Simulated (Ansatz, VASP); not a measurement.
**Two plane-wave programs on MoS2**

```
Mo S
1.0
     1.69821    0.98046    5.16766
    -1.69821    0.98046    5.16766
     0.00000   -1.96092    5.16766
Mo S
1 2
Direct
  0.00002 0.00002 0.00002
  0.75356 0.75356 0.75356
  0.57972 0.57972 0.57972
```

Alike in both runs: task single point; functional PBE; dispersion D3(BJ); k mesh 12 × 12 × 12; occupations gaussian, width 0.05 eV; no spin polarisation.

```csv
,VASP,Ansatz
version,VASP 6.6.1,Ansatz 0.2.0
potentials or method,"VASP PAW PBE potentials, release 64 (Mo_sv, S), cutoff 520 eV","scalar-relativistic, plane waves, PAW"
valence electrons in the cell,26,26
```

```tsv
	VASP	Ansatz	Ansatz less VASP
gap on the k mesh at the Fermi level (eV)	none	none	-
pressure (GPa)	2.4	2.5	+0.14
traceless stress, the component that is largest in VASP (GPa)	21.81	21.73	-0.082
rms of the force components (eV/Å)	1.067	1.074	+0.0069
```

Atom by atom the forces differ by 0.007 eV/Å (rms over components). A gap of «none» marks a metal or a gap that the smearing closes.
